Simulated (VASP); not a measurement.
LaB2Rh3, 6 atoms in the cell. It takes space group P6/mmm (No. 191, hexagonal). The conventional cell has a = 5.412 Å, b = 5.412 Å, c = 3.075 Å, α = 90.00°, β = 90.00°, γ = 120.00°. Within 4.0 Å of La (site symmetry 6/mmm) lie 2 La at 3.08 Å and 12 Rh at 3.11 Å and 6 B at 3.12 Å. Within 2.9 Å of B (site symmetry -6m2) lie 6 Rh at 2.19 Å. Rh (site symmetry mmm) has 4 B at 2.19 Å and 4 Rh at 2.71 Å within 2.9 Å. 

- Program: VASP 6.6.1
- Task: single point
- Functional: PBEsol
- Dispersion: D3(BJ)
- Potentials or basis: VASP PAW PBE potentials, release 64 (La, B, Rh_pv)
- Cutoff: 520 eV
- k mesh: 5 × 5 × 8
- Occupations: fermi-dirac, width 0.1 eV
- Spin: no spin polarisation
- Dipole correction: no
- Further INCAR settings: ALGO = Normal; EDIFF = 1e-07; NBANDS = 40

Potentials or basis: VASP PAW PBE potentials, release 64 (La, B, Rh_pv).

Launch:

```console
$ cat potpaw_PBE.64/La/POTCAR potpaw_PBE.64/B/POTCAR potpaw_PBE.64/Rh_pv/POTCAR > POTCAR
$ mpirun -np 1 vasp_std > vasp.out
```

Hardware: 1 thread of Oxide Virtual Turin-like Processor (shared host).

Question: How long does it take, and how much memory?

Answer: Run time: 2.8 min on 1 thread of Oxide Virtual Turin-like Processor (shared host), peak memory 0.21 GiB. Counts: scf iterations 17, k points 25.
